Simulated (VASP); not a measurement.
# MgO in VASP: further runs

Runs on MgO. Level: PBE. Tasks: relaxation of the atoms, single point.

All numbers are computed with VASP 6.6.1; they aren't measurements. Logs are shortened: lines on timing, memory, paths and dates and some standing lists are left out, and cuts for length are marked.

### 1 The cell of the first run

The cell holds a slab with vacuum, 6 atoms: a = 3.008 Å, b = 3.008 Å, c = 20.254 Å, α = 90.00°, β = 90.00°, γ = 90.00°.

### 2 Relaxation of the atoms, PBE

INCAR

```
SYSTEM = MgO
  ALGO = Normal
  DIPOL = 0.5 0.5 0.500
  EDIFF = 1E-7
  EDIFFG = -0.01
  ENCUT = 520
  GGA = PE
  IBRION = 2
  IDIPOL = 3
  ISIF = 2
  ISMEAR = -1
  LASPH = .TRUE.
  LCHARG = .FALSE.
  LDIPOL = .TRUE.
  LREAL = .FALSE.
  LWAVE = .FALSE.
  NELM = 60
  NSW = 60
  PREC = Accurate
  SIGMA = 0.02
```

KPOINTS

```
k-points
0
G
  10 10 1
  0 0 0
```

POSCAR

```
MgO
1.0
    3.0079491112      0.0000000000      0.0000000000
    0.0000000000      3.0079491112      0.0000000000
    0.0000000000      0.0000000000     20.2539000000
Mg O
3 3
Direct
    0.2500000000      0.2500000000      0.3949860909
    0.7500000000      0.7500000000      0.5000000000
    0.2500000000      0.2500000000      0.6050139091
    0.7500000000      0.7500000000      0.3949860909
    0.2500000000      0.2500000000      0.5000000000
    0.7500000000      0.7500000000      0.6050139091
```

Potentials or basis: VASP PAW PBE potentials, release 64 (Mg, O).

Command:

```
cat potpaw_PBE.64/Mg/POTCAR potpaw_PBE.64/O/POTCAR > POTCAR
mpirun -np 1 vasp_std > vasp.out
```

OUTCAR:

```text
SYSTEM = MgO
   EDIFF = 1E-7
   EDIFFG = -0.01
   ENCUT = 520
   GGA = PE
   IBRION = 2
   ISIF = 2
   ISMEAR = -1
   LASPH = .TRUE.
   LREAL = .FALSE.
   NELM = 60
   NSW = 60
   PREC = Accurate

 ion  position               nearest neighbor table
   1  0.250  0.250  0.395-   5 2.13   4 2.13   4 2.13   4 2.13   4 2.13   2 3.01   2 3.01   2 3.01
                             2 3.01
   2  0.750  0.750  0.500-   4 2.13   6 2.13   5 2.13   5 2.13   5 2.13   5 2.13   3 3.01   3 3.01
                             1 3.01   3 3.01   1 3.01   1 3.01   3 3.01   1 3.01
   3  0.250  0.250  0.605-   5 2.13   6 2.13   6 2.13   6 2.13   6 2.13   2 3.01   2 3.01   2 3.01
                             2 3.01
   4  0.750  0.750  0.395-   2 2.13   1 2.13   1 2.13   1 2.13   1 2.13
   5  0.250  0.250  0.500-   1 2.13   3 2.13   2 2.13   2 2.13   2 2.13   2 2.13
   6  0.750  0.750  0.605-   2 2.13   3 2.13   3 2.13   3 2.13   3 2.13

  LATTYP: Found a simple tetragonal cell.
 ALAT       =     3.0079491112
 C/A-ratio  =     6.7334583303

  Lattice vectors:

 A1 = (   3.0079491112,   0.0000000000,   0.0000000000)
 A2 = (   0.0000000000,   3.0079491112,   0.0000000000)
 A3 = (   0.0000000000,   0.0000000000,  20.2539000000)

Analysis of symmetry for initial positions (statically):
=====================================================================
 Subroutine PRICEL returns:
 Original cell was already a primitive cell.

 Routine SETGRP: Setting up the symmetry group for a
 simple tetragonal supercell.

 Subroutine GETGRP returns: Found 16 space group operations
 (whereof  4 operations were pure point group operations)
 out of a pool of 16 trial point group operations.

The static configuration has the point symmetry C_2v.
 The point group associated with its full space group is D_4h.

Analysis of symmetry for dynamics (positions and initial velocities):
=====================================================================
 Subroutine PRICEL returns:
 Original cell was already a primitive cell.

 Routine SETGRP: Setting up the symmetry group for a
 simple tetragonal supercell.

 Subroutine GETGRP returns: Found 16 space group operations
 (whereof  4 operations were pure point group operations)
 out of a pool of 16 trial point group operations.

The dynamic configuration has the point symmetry C_2v.
 The point group associated with its full space group is D_4h.

 Subroutine INISYM returns: Found 16 space group operations
 (whereof  4 operations are pure point group operations),
 and found     1 'primitive' translations

----------------------------------------------------------------------------------------

                                     Primitive cell

  volume of cell :     183.2524

  direct lattice vectors                    reciprocal lattice vectors
     3.007949111  0.000000000  0.000000000     0.332452433  0.000000000  0.000000000
     0.000000000  3.007949111  0.000000000     0.000000000  0.332452433  0.000000000
     0.000000000  0.000000000 20.253900000     0.000000000  0.000000000  0.049373207

  length of vectors
     3.007949111  3.007949111 20.253900000     0.332452433  0.332452433  0.049373207

  position of ions in fractional coordinates (direct lattice)
     0.250000000  0.250000000  0.394986091
     0.750000000  0.750000000  0.500000000
     0.250000000  0.250000000  0.605013909
     0.750000000  0.750000000  0.394986091
     0.250000000  0.250000000  0.500000000
     0.750000000  0.750000000  0.605013909

  ion indices of the primitive-cell ions
   primitive index   ion index
                 1           1
                 2           2
                 3           3
                 4           4
                 5           5
                 6           6

----------------------------------------------------------------------------------------

 KPOINTS: k-points

Automatic generation of k-mesh.
 Grid dimensions read from file:
 generate k-points for:   10   10    1

 Generating k-lattice:

  Cartesian coordinates                     Fractional coordinates (reciprocal lattice)
     0.033245243  0.000000000  0.000000000     0.100000000  0.000000000  0.000000000
     0.000000000  0.033245243  0.000000000     0.000000000  0.100000000  0.000000000
     0.000000000  0.000000000  0.049373207     0.000000000  0.000000000  1.000000000

  Length of vectors
     0.033245243  0.033245243  0.049373207

  Shift w.r.t. Gamma in fractional coordinates (k-lattice)
     0.000000000  0.000000000  0.000000000

 Subroutine IBZKPT returns following result:
 ===========================================

 Found     21 irreducible k-points:

 Following reciprocal coordinates:
            Coordinates               Weight
  0.000000  0.000000  0.000000      1.000000
  0.100000  0.000000  0.000000      4.000000
  0.200000  0.000000  0.000000      4.000000
  0.300000  0.000000  0.000000      4.000000
  0.400000  0.000000  0.000000      4.000000
  0.500000  0.000000  0.000000      2.000000
[... 13 lines left out ...]
  0.500000  0.400000  0.000000      4.000000
  0.500000  0.500000  0.000000      1.000000
   k-points           NKPTS =     21   k-points in BZ     NKDIM =     21   number of bands    NBANDS=     16
   number of dos      NEDOS =    301   number of ions     NIONS =      6
   total plane-waves  NPLWV =  92160
   dimension x,y,z NGX =    24 NGY =   24 NGZ =  160
   dimension x,y,z NGXF=    48 NGYF=   48 NGZF=  320
   ions per type =               3   3
   NGX,Y,Z   is equivalent  to a cutoff of  13.26, 13.26, 13.13 a.u.
   NGXF,Y,Z  is equivalent  to a cutoff of  26.53, 26.53, 26.27 a.u.
 SYSTEM =  MgO
   PREC   = accura    normal or accurate (medium, high low for compatibility)
   ISTART =      0    job   : 0-new  1-cont  2-samecut
   ICHARG =      2    charge: 1-file 2-atom 10-const
   ISPIN  =      1    spin polarized calculation?
   LNONCOLLINEAR =      F non collinear calculations
   LSORBIT =      F    spin-orbit coupling
   LASPH  =      T    aspherical Exc in radial PAW
   ENCUT  =  520.0 eV  38.22 Ry    6.18 a.u.   5.59  5.59 37.66*2*pi/ulx,y,z
   NELM   =     60;   NELMIN=  2; NELMDL= -5     # of ELM steps
   EDIFF  = 0.1E-06   stopping-criterion for ELM
   LREAL  =      F    real-space projection
   EDIFFG = -.1E-01   stopping-criterion for IOM
   NSW    =     60    number of steps for IOM
   IBRION =      2    ionic relax: 0-MD 1-quasi-New 2-CG
   NFREE  =      1    steps in history (QN), initial steepest desc. (CG)
   ISIF   =      2    stress and relaxation
   ISYM   =      2    0-nonsym 1-usesym 2-fastsym
   POTIM  = 0.5000    time-step for ionic-motion
   TEBEG  =    0.0;   TEEND  =   0.0 temperature during run
   PSTRESS=    0.0 pullay stress
   NELECT =      24.0000    total number of electrons
   NUPDOWN=      -1.0000    fix difference up-down
   EMIN   =  10.00;   EMAX   =-10.00  energy-range for DOS
   EFERMI =   0.00;   METHOD = LEGACY
   ISMEAR =    -1;   SIGMA  =   0.02  broadening in eV -4-tet -1-fermi 0-gaus
   EFERMI_NEDOS =   21; number of points for ismear=-14 and -15
   IALGO  =     38    algorithm
   IMIX   =      4    mixing-type and parameters
     AMIX     =   0.40;   BMIX     =  1.00
     AMIX_MAG =   1.60;   BMIX_MAG =  1.00
  volume/ion in A,a.u.               =      30.54       206.11
  Fermi-wavevector in a.u.,A,eV,Ry     =   0.831372  1.571065  9.404066  0.691179
  Thomas-Fermi vector in A             =   1.944248
   LORBIT       =      0    0 simple, 1 ext, 2 COOP (PROOUT), +10 PAW based schemes
   GGA     = PE    functional components
   LHFCALC =     F    Hartree Fock is set to
   AEXX    =    0.0000 exact exchange contribution
   IVDW    =     0    specifies the selected vdW correction
   LEPSILON=     F    determine dielectric tensor
   LRPA    =     F    only Hartree local field effects (RPA)
 conjugate gradient relaxation of ions
 non-spin polarized calculation
  energy-cutoff  :      520.00
  volume of cell :      183.25
 maximum number of plane-waves:      4967
 NGX is ok and might be reduce to    24
   NGX = 11   NGY = 11   NGZ = 75

--------------------------------------- Ionic step        1  -------------------------------------------

 number of electron      23.9999999 magnetization

 Free energy of the ion-electron system (eV)
  ---------------------------------------------------
  ext. energy  EPLUGINS =         0.00000000
  ---------------------------------------------------
  free energy    TOTEN  =       -34.69002102 eV

  energy without entropy =      -34.69002102  energy(sigma->0) =      -34.69002102

------------------------ aborting loop because EDIFF is reached ----------------------------------------

  FORCE on cell =-STRESS in cart. coord.  units (eV):
  Direction    XX          YY          ZZ          XY          YZ          ZX
  --------------------------------------------------------------------------------------
  -------------------------------------------------------------------------------------
  Total       -4.0437447     -4.0437447     -0.1550247      0.0000000      0.0000000      0.0000000
  in kB      -35.3544986    -35.3544986     -1.3553822      0.0000000      0.0000000      0.0000000
  external PRESSURE =     -24.0214598 kB  Pullay stress =       0.0000000 kB
[... 61 lines left out ...]
  FREE ENERGIE OF THE ION-ELECTRON SYSTEM (eV)
  ---------------------------------------------------
  free  energy   TOTEN  =       -34.7124987384 eV

  energy  without entropy=      -34.7124987384  energy(sigma->0) =      -34.71249874

 dipolmoment           0.000000      0.000000      0.000000 electrons x Angstroem

--------------------------------------- Ionic step        3  -------------------------------------------

 number of electron      24.0000010 magnetization

 dipolmoment           0.000000      0.000000     -0.000000 electrons x Angstroem

 Free energy of the ion-electron system (eV)
  ---------------------------------------------------
  ext. energy  EPLUGINS =         0.00000000
  ---------------------------------------------------
  free energy    TOTEN  =       -34.71270739 eV

  energy without entropy =      -34.71270739  energy(sigma->0) =      -34.71270739

 E-fermi :  -2.1686     XC(G=0):  -4.1754

 val. band max:       -2.6480349364   @ k =   0.0000   0.0000   0.0000
 cond. band min:       0.7717875780   @ k =   0.0000   0.0000   0.0000
 fundamental gap:      3.4198225144
 Fermi energy:        -2.1686317207

 k-point     1 :       0.0000    0.0000    0.0000
  band No.  band energies     occupation
      1     -19.4210      2.00000
      2     -18.5462      2.00000
      3     -18.2277      2.00000
      4      -5.9685      2.00000
      5      -4.4643      2.00000
      6      -3.6728      2.00000
[... 378 lines left out ...]
      5      -6.1740      2.00000
      6      -5.0897      2.00000
[... 8 lines left out ...]
     15       6.9957      0.00000
     16       6.9957      0.00000

------------------------ aborting loop because EDIFF is reached ----------------------------------------

 vacuum level on the upper side and lower side of the slab       (xc-potential included)        -0.015        -0.015

  FORCE on cell =-STRESS in cart. coord.  units (eV):
  Direction    XX          YY          ZZ          XY          YZ          ZX
  --------------------------------------------------------------------------------------
  -------------------------------------------------------------------------------------
  Total       -3.9832684     -3.9832684     -0.1273335      0.0000000      0.0000000     -0.0000000
  in kB      -34.8257536    -34.8257536     -1.1132778      0.0000000      0.0000000     -0.0000000
  external PRESSURE =     -23.5882617 kB  Pullay stress =       0.0000000 kB
[... 21 lines left out ...]
  FREE ENERGIE OF THE ION-ELECTRON SYSTEM (eV)
  ---------------------------------------------------
  free  energy   TOTEN  =       -34.7127073860 eV

  energy  without entropy=      -34.7127073860  energy(sigma->0) =      -34.71270739

 reached required accuracy - stopping structural energy minimisation

 vacuum level on the upper side and lower side of the slab         2.573         2.573
```

It took 3.1 min on 1 thread of Intel Xeon Platinum 8375C at 2.90GHz (Ice Lake), shared host; peak memory 0.32 GiB.

Results:

| Quantity | Value |
| --- | --- |
| Free energy | -34.7127 eV |
| Energy gained by relaxing | 3.8 meV/atom |
| Ionic steps | 3 |
| Largest force after relaxing | 0.007 eV/Å |
| Band gap on the k mesh | 3.42 eV |

Forces on the atoms (eV/Å):
```
Mg   0.000  0.000  0.006
Mg   0.000  0.000  0.000
Mg   0.000  0.000 -0.006
O    0.000  0.000  0.007
O    0.000  0.000  0.000
O    0.000  0.000 -0.007
```

The path:
| step | energy change (eV) | largest force (eV/Å) | pressure (GPa) |
| --- | --- | --- | --- |
| 1 | 0.0000 | 0.4704 | -2.40 |
| 2 | -0.0225 | 0.0518 | -2.36 |
| 3 | -0.0227 | 0.0072 | -2.36 |

Final structure:
```
Mg O
1.0
     3.00795    0.00000    0.00000
     0.00000    3.00795    0.00000
     0.00000    0.00000   20.25390
Mg O
3 3
Cartesian
  0.7520 0.7520 8.0251
  2.2560 2.2560 10.1270
  0.7520 0.7520 12.2288
  2.2560 2.2560 7.9760
  0.7520 0.7520 10.1270
  2.2560 2.2560 12.2779
```

Levels at points of the mesh, in eV from the valence-band top:
```tsv
k point	band 9	band 10	band 11	band 12	band 13	band 14	band 15	band 16
(0.00, 0.00, 0.00)	-0.31	-0.31	0.00	0.00	3.42	4.01	5.25	5.99
(0.50, 0.00, 0.00)	-0.69	-0.44	-0.22	-0.22	6.73	6.90	7.63	8.02
(0.50, 0.50, 0.00)	-1.61	-1.61	-0.64	-0.41	8.22	8.54	9.64	9.64
```

(Part 1 of 2 ends here.)
